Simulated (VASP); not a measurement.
# B4PdRu2 (P1) in VASP: relaxation of cell and atoms with PBE

Aim: the relaxation of cell and atoms of B4PdRu2 with PBE.

Everything below comes from runs of VASP 6.6.1. Logs are shortened: lines on timing, memory, paths and dates and some standing lists are left out, and cuts for length are marked.

### 1 The cell of the first run

The typed cell holds 7 atoms: a = 2.952 Å, b = 2.924 Å, c = 9.490 Å, α = 90.71°, β = 90.13°, γ = 120.66°.

### 2 Relaxation of cell and atoms, PBE

INCAR

```
ALGO = Normal
EDIFF = 1E-6
EDIFFG = -0.025
ENCUT = 600
GGA = PE
IBRION = 2
ISIF = 3
ISMEAR = 0
LASPH = T
LCHARG = F
LREAL = F
LWAVE = F
NELM = 100
NSW = 80
PREC = Accurate
SIGMA = 0.2
```

KPOINTS

```
k-points
0
Gamma
  12 12 2
```

POSCAR

```
B4PdRu2
1.0
    2.9524702042     -0.0086886787     -0.0034381130
   -1.4837597185      2.5195970536     -0.0180582807
   -0.0114162608     -0.0758299771      9.4899415991
B Ru Pd
4 2 1
Direct
    0.3545311825      0.6199845476      0.5219463757
    0.6062475860      0.3482412467      0.6335598843
    0.6507478454      0.3295298724      0.1449833611
    0.2745695361      0.6400285812      0.2433162366
    0.6914056939      0.2921225279      0.3750686530
    0.3772425729      0.7250892236      0.0133224202
    0.0452555832      0.0450040006      0.7708030690
```

Potentials or basis: VASP PAW PBE potentials, release 64 (B, Ru_pv, Pd).

Launch:

```
cat potpaw_PBE.64/B/POTCAR potpaw_PBE.64/Ru_pv/POTCAR potpaw_PBE.64/Pd/POTCAR > POTCAR
mpirun -np 1 vasp_std > vasp.out
```

OUTCAR:

```text
EDIFF = 1E-6
   EDIFFG = -0.025
   ENCUT = 600
   GGA = PE
   IBRION = 2
   ISIF = 3
   ISMEAR = 0
   LASPH = T
   LREAL = F
   NELM = 100
   NSW = 80
   PREC = Accurate

 ion  position               nearest neighbor table
   1  0.355  0.620  0.522-   2 1.71   2 2.13   5 2.18   5 2.19   5 2.21   7 2.79
   2  0.606  0.348  0.634-   1 1.71   7 1.94   1 2.13   7 2.18   7 2.31   5 2.48
   3  0.651  0.330  0.145-   4 1.83   6 1.95   4 1.98   4 1.99   6 2.13   5 2.19   6 2.24
   4  0.275  0.640  0.243-   3 1.83   5 1.95   3 1.98   3 1.99   5 2.06   6 2.20   5 2.33
   5  0.691  0.292  0.375-   4 1.95   4 2.06   1 2.18   1 2.19   3 2.19   1 2.21   4 2.33   2 2.48

   6  0.377  0.725  0.013-   3 1.95   3 2.13   4 2.20   3 2.24   7 2.85   7 2.85   7 2.87
   7  0.045  0.045  0.771-   2 1.94   2 2.18   2 2.31   1 2.79   6 2.85   6 2.85   6 2.87

  LATTYP: Found a triclinic cell.
 ALAT       =     2.9089918276
 B/A-ratio  =     1.0149512841
 C/A-ratio  =     3.2623850411
 COS(alpha) =     0.0023438690
 COS(beta)  =     0.0148936095
 COS(gamma) =     0.5023523811

  Lattice vectors:

 A1 = (   1.4687104857,   2.5109083749,  -0.0214963937)
 A2 = (   2.9524702042,  -0.0086886787,  -0.0034381130)
 A3 = (   0.0114162608,   0.0758299771,  -9.4899415991)

Analysis of symmetry for initial positions (statically):
=====================================================================
 Subroutine PRICEL returns:
 Original cell was already a primitive cell.

 Routine SETGRP: Setting up the symmetry group for a
 triclinic supercell.

 Subroutine GETGRP returns: Found  1 space group operations
 (whereof  1 operations were pure point group operations)
 out of a pool of  2 trial point group operations.

The static configuration has the point symmetry C_1 .

Analysis of symmetry for dynamics (positions and initial velocities):
=====================================================================
 Subroutine PRICEL returns:
 Original cell was already a primitive cell.

 Routine SETGRP: Setting up the symmetry group for a
 triclinic supercell.

 Subroutine GETGRP returns: Found  1 space group operations
 (whereof  1 operations were pure point group operations)
 out of a pool of  2 trial point group operations.

The dynamic configuration has the point symmetry C_1 .

 Subroutine INISYM returns: Found  1 space group operations
 (whereof  1 operations are pure point group operations),
 and found     1 'primitive' translations

----------------------------------------------------------------------------------------

                                     Primitive cell

  volume of cell :      70.4691

  direct lattice vectors                    reciprocal lattice vectors
     2.952470204 -0.008688679 -0.003438113     0.339289807  0.199817964  0.002004819
    -1.483759718  2.519597054 -0.018058281     0.001173787  0.397602869  0.003178483
    -0.011416261 -0.075829977  9.489941599     0.000125155  0.000828985  0.105381501

  length of vectors
     2.952484991  2.924079054  9.490251423     0.393762379  0.397617305  0.105384836

  position of ions in fractional coordinates (direct lattice)
     0.354531182  0.619984548  0.521946376
     0.606247586  0.348241247  0.633559884
     0.650747845  0.329529872  0.144983361
     0.274569536  0.640028581  0.243316237
     0.691405694  0.292122528  0.375068653
     0.377242573  0.725089224  0.013322420
     0.045255583  0.045004001  0.770803069

  ion indices of the primitive-cell ions
   primitive index   ion index
                 1           1
                 2           2
                 3           3
                 4           4
                 5           5
                 6           6
                 7           7

----------------------------------------------------------------------------------------

 KPOINTS: k-points

Automatic generation of k-mesh.
 Grid dimensions read from file:
 generate k-points for:   12   12    2

 Generating k-lattice:

  Cartesian coordinates                     Fractional coordinates (reciprocal lattice)
     0.028274151  0.016651497  0.000167068     0.083333333 -0.000000000  0.000000000
     0.000097816  0.033133572  0.000264874    -0.000000000  0.083333333 -0.000000000
     0.000062577  0.000414493  0.052690751     0.000000000 -0.000000000  0.500000000

  Length of vectors
     0.032813532  0.033134775  0.052692418

  Shift w.r.t. Gamma in fractional coordinates (k-lattice)
     0.000000000  0.000000000  0.000000000

 Subroutine IBZKPT returns following result:
 ===========================================

 Found    148 irreducible k-points:

 Following reciprocal coordinates:
            Coordinates               Weight
  0.000000  0.000000  0.000000      1.000000
  0.083333 -0.000000  0.000000      2.000000
  0.166667  0.000000  0.000000      2.000000
  0.250000 -0.000000  0.000000      2.000000
  0.333333 -0.000000  0.000000      2.000000
  0.416667 -0.000000  0.000000      2.000000
[... 16 lines left out ...]
  0.250000  0.166667  0.000000      2.000000
  0.333333  0.166667  0.000000      2.000000
 [... further k-points ...]
   k-points           NKPTS =    148   k-points in BZ     NKDIM =    148   number of bands    NBANDS=     30
   number of dos      NEDOS =    301   number of ions     NIONS =      7
   total plane-waves  NPLWV =  46080
   dimension x,y,z NGX =    24 NGY =   24 NGZ =   80
   dimension x,y,z NGXF=    48 NGYF=   48 NGZF=  160
   ions per type =               4   2   1
   NGX,Y,Z   is equivalent  to a cutoff of  13.51, 13.64, 14.01 a.u.
   NGXF,Y,Z  is equivalent  to a cutoff of  27.03, 27.29, 28.03 a.u.
 SYSTEM =  unknown system
   PREC   = accura    normal or accurate (medium, high low for compatibility)
   ISTART =      0    job   : 0-new  1-cont  2-samecut
   ICHARG =      2    charge: 1-file 2-atom 10-const
   ISPIN  =      1    spin polarized calculation?
   LNONCOLLINEAR =      F non collinear calculations
   LSORBIT =      F    spin-orbit coupling
   LASPH  =      T    aspherical Exc in radial PAW
   ENCUT  =  600.0 eV  44.10 Ry    6.64 a.u.   5.90  5.84 18.95*2*pi/ulx,y,z
   NELM   =    100;   NELMIN=  2; NELMDL= -5     # of ELM steps
   EDIFF  = 0.1E-05   stopping-criterion for ELM
   LREAL  =      F    real-space projection
   EDIFFG = -.3E-01   stopping-criterion for IOM
   NSW    =     80    number of steps for IOM
   IBRION =      2    ionic relax: 0-MD 1-quasi-New 2-CG
   NFREE  =      1    steps in history (QN), initial steepest desc. (CG)
   ISIF   =      3    stress and relaxation
   ISYM   =      2    0-nonsym 1-usesym 2-fastsym
   POTIM  = 0.5000    time-step for ionic-motion
   TEBEG  =    0.0;   TEEND  =   0.0 temperature during run
   PSTRESS=    0.0 pullay stress
   NELECT =      50.0000    total number of electrons
   NUPDOWN=      -1.0000    fix difference up-down
   EMIN   =  10.00;   EMAX   =-10.00  energy-range for DOS
   EFERMI =   0.00;   METHOD = LEGACY
   ISMEAR =     0;   SIGMA  =   0.20  broadening in eV -4-tet -1-fermi 0-gaus
   EFERMI_NEDOS =   21; number of points for ismear=-14 and -15
   IALGO  =     38    algorithm
   IMIX   =      4    mixing-type and parameters
     AMIX     =   0.40;   BMIX     =  1.00
     AMIX_MAG =   1.60;   BMIX_MAG =  1.00
  volume/ion in A,a.u.               =      10.07        67.94
  Fermi-wavevector in a.u.,A,eV,Ry     =   1.460154  2.759290 29.008278  2.132048
  Thomas-Fermi vector in A             =   2.576636
   LORBIT       =      0    0 simple, 1 ext, 2 COOP (PROOUT), +10 PAW based schemes
   GGA     = PE    functional components
   LHFCALC =     F    Hartree Fock is set to
   AEXX    =    0.0000 exact exchange contribution
   IVDW    =     0    specifies the selected vdW correction
   LEPSILON=     F    determine dielectric tensor
   LRPA    =     F    only Hartree local field effects (RPA)
 conjugate gradient relaxation of ions
 non-spin polarized calculation
 Gauss-broadening in eV      SIGMA  =   0.20
  energy-cutoff  :      600.00
  volume of cell :       70.47
 maximum number of plane-waves:      2372
   NGX = 11   NGY = 11   NGZ = 37

--------------------------------------- Ionic step        1  -------------------------------------------

 number of electron      50.0000000 magnetization

 Free energy of the ion-electron system (eV)
  ---------------------------------------------------
  ext. energy  EPLUGINS =         0.00000000
  ---------------------------------------------------
  free energy    TOTEN  =       -49.55626648 eV

  energy without entropy =      -49.50225317  energy(sigma->0) =      -49.52925982

------------------------ aborting loop because EDIFF is reached ----------------------------------------

  FORCE on cell =-STRESS in cart. coord.  units (eV):
  Direction    XX          YY          ZZ          XY          YZ          ZX
  --------------------------------------------------------------------------------------
  -------------------------------------------------------------------------------------
  Total        0.5234022      3.3061429      6.0381809      2.3030175      2.3365065     -2.5350059
  in kB       11.9000065     75.1680453    137.2833147     52.3611143     53.1225156    -57.6355728
  external PRESSURE =      74.7837888 kB  Pullay stress =       0.0000000 kB
[... 104 lines left out ...]
  FREE ENERGIE OF THE ION-ELECTRON SYSTEM (eV)
  ---------------------------------------------------
  free  energy   TOTEN  =       -50.5248970806 eV

  energy  without entropy=      -50.4678622640  energy(sigma->0) =      -50.49637967

 E-fermi :   9.9949     XC(G=0): -13.0700

 val. band max:        9.9935875670   @ k =  -0.1667   0.3333   0.5000
 cond. band min:       9.9950326736   @ k =  -0.3333   0.1667   0.5000
 fundamental gap:      0.0014451066
 Fermi energy:         9.9948962229

 k-point     1 :       0.0000    0.0000    0.0000
  band No.  band energies     occupation
      1     -33.8247      2.00000
      2     -33.2113      2.00000
      3     -33.2109      2.00000
      4     -33.0526      2.00000
      5     -32.6295      2.00000
      6     -32.6288      2.00000
[... 781 lines left out ...]
     29      12.6954      0.00000
     30      13.3006      0.00000

 [... further k-points ...]

[... ionic steps 4 to 21 ...]

--------------------------------------- Ionic step       22  -------------------------------------------

 number of electron      50.0000006 magnetization

------------------------ aborting loop because EDIFF is reached ----------------------------------------
[... 77 lines left out ...]
--------------------------------------- Ionic step       24  -------------------------------------------

 number of electron      50.0000006 magnetization

 Free energy of the ion-electron system (eV)
  ---------------------------------------------------
  ext. energy  EPLUGINS =         0.00000000
  ---------------------------------------------------
  free energy    TOTEN  =       -51.25390988 eV

  energy without entropy =      -51.20079763  energy(sigma->0) =      -51.22735375

 E-fermi :  10.0004     XC(G=0): -13.0716

 val. band max:        9.9996369249   @ k =  -0.3333   0.1667   0.5000
 cond. band min:      10.0006309250   @ k =   0.1667   0.1667   0.5000
 fundamental gap:      0.0009940001
 Fermi energy:        10.0003983019

 k-point     1 :       0.0000    0.0000    0.0000
  band No.  band energies     occupation
      1     -33.8252      2.00000
      2     -33.2094      2.00000
      3     -33.2087      2.00000
      4     -33.0502      2.00000
      5     -32.6245      2.00000
      6     -32.6243      2.00000
[... 781 lines left out ...]
     29      12.6946      0.00000
     30      13.3071      0.00000

 [... further k-points ...]
[... 5 lines left out ...]
  --------------------------------------------------------------------------------------
  -------------------------------------------------------------------------------------
  Total       -0.0430772      0.0095038     -0.0152520     -0.0229428     -0.0126383     -0.0050819
  in kB       -0.9912004      0.2186815     -0.3509468     -0.5279090     -0.2908045     -0.1169328
  external PRESSURE =      -0.3744886 kB  Pullay stress =       0.0000000 kB
[... 22 lines left out ...]
  FREE ENERGIE OF THE ION-ELECTRON SYSTEM (eV)
  ---------------------------------------------------
  free  energy   TOTEN  =       -51.2539098829 eV

  energy  without entropy=      -51.2007976262  energy(sigma->0) =      -51.22735375

 reached required accuracy - stopping structural energy minimisation
```

Run time: 2 h. Hardware: 1 thread of Intel Xeon Platinum 8259CL at 2.50GHz (Skylake/Cascade Lake), shared host; peak memory 0.5 GiB.

What came out:

* Free energy: -51.2539 eV
* Relaxed volume: 9.95 Å³/atom
* Relaxed cell: a = 2.896 Å, b = 2.894 Å, c = 9.591 Å, α = 90.00°, β = 89.99°, γ = 119.99°
* Space group after relaxing (to 0.1 Å): P3m1 (No. 156)
* Energy gained by relaxing: 242.5 meV/atom
* Ionic steps: 24
* Pressure after relaxing: 0.0 GPa
* Largest force after relaxing: 0.020 eV/Å
* Band gap on the k mesh: zero (bands 25 and 26 overlap by 1.82 eV)

Forces on the atoms (eV/Å):
```
B   -0.003 -0.014 -0.011
B    0.010  0.011 -0.010
B    0.007  0.001 -0.010
B   -0.004  0.001  0.005
Ru   0.000  0.008  0.018
Ru  -0.002  0.000  0.015
Pd  -0.008 -0.007 -0.006
```

Step by step:
```csv
step,energy change (eV),largest force (eV/Å),pressure (GPa),volume (Å³)
1,0.0000,4.2458,7.48,70.47
2,-0.8006,1.7635,-14.94,75.29
3,-0.9686,1.5926,-10.55,73.63
4,-1.3640,1.5466,8.05,68.24
5,-1.3731,1.5437,5.29,68.87
6,-1.5822,0.7545,2.95,68.87
7,-1.5925,0.6057,2.97,68.87
8,-1.6499,0.3774,-3.28,70.48
9,-1.6499,0.3796,-3.19,70.45
10,-1.6743,0.4309,1.09,69.53
11,-1.6757,0.3113,0.28,69.70
12,-1.6862,0.1607,0.37,69.61
13,-1.6874,0.1967,0.40,69.57
14,-1.6914,0.1267,-0.32,69.77
15,-1.6920,0.1191,-0.82,69.90
16,-1.6943,0.1229,0.23,69.63
17,-1.6944,0.1326,0.37,69.60
18,-1.6964,0.0769,0.12,69.60
19,-1.6965,0.0886,0.06,69.61
20,-1.6972,0.0562,-0.11,69.64
21,-1.6973,0.0510,-0.15,69.65
22,-1.6975,0.0301,0.21,69.57
23,-1.6975,0.0310,0.21,69.58
24,-1.6976,0.0197,-0.04,69.63
```

Final structure:
```
B Ru Pd
1.0
     2.89612    0.00047   -0.00014
    -1.44735    2.50662    0.00053
     0.00160   -0.00063    9.59073
B Ru Pd
4 2 1
Direct
  0.33312 0.66678 0.54381
  0.66642 0.33330 0.61048
  0.66638 0.33311 0.15316
  0.33299 0.66623 0.23277
  0.66636 0.33300 0.38325
  0.33313 0.66644 0.01407
  0.00161 0.00115 0.76546
```
